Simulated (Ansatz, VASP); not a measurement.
**One calculation of Nb, two programs**

```xyz
5
Lattice="2.8350 0.0000 0.0000 -0.9450 2.6728 0.0000 0.0000 0.0000 25.2589" Properties=species:S:1:pos:R:3 pbc="T T T"
Nb    0.0000    0.0000    8.0891
Nb    0.9450    1.3364   10.3111
Nb    0.0000    0.0000   12.6295
Nb    0.9450    1.3364   14.9478
Nb    0.0000    0.0000   17.1698
```

Alike in both runs: task single point; functional PBEsol; k mesh 12 × 12 × 1; occupations fermi-dirac, width 0.1 eV; no spin polarisation.

```csv
,VASP,Ansatz
version,VASP 6.6.1,Ansatz 0.2.0
potentials or method,"VASP PAW PBE potentials, release 64 (Nb_sv)","PAW with Ansatz's default frozen-core files, scalar-relativistic"
plane-wave cutoff (eV),520,420
valence electrons in the cell,65,65
```

Ansatz gave:

| Quantity | Value |
| --- | --- |
| rms of the force components (eV/Å) | 0.000 |

What did VASP give for the same quantities?

rms of the force components (eV/Å): 0.004.

VASP's potentials were made for PBE, not for PBEsol. Atom by atom the forces differ by 0.004 eV/Å (rms over components). With one functional, cell and mesh, what is left measures potentials, basis and numerics.
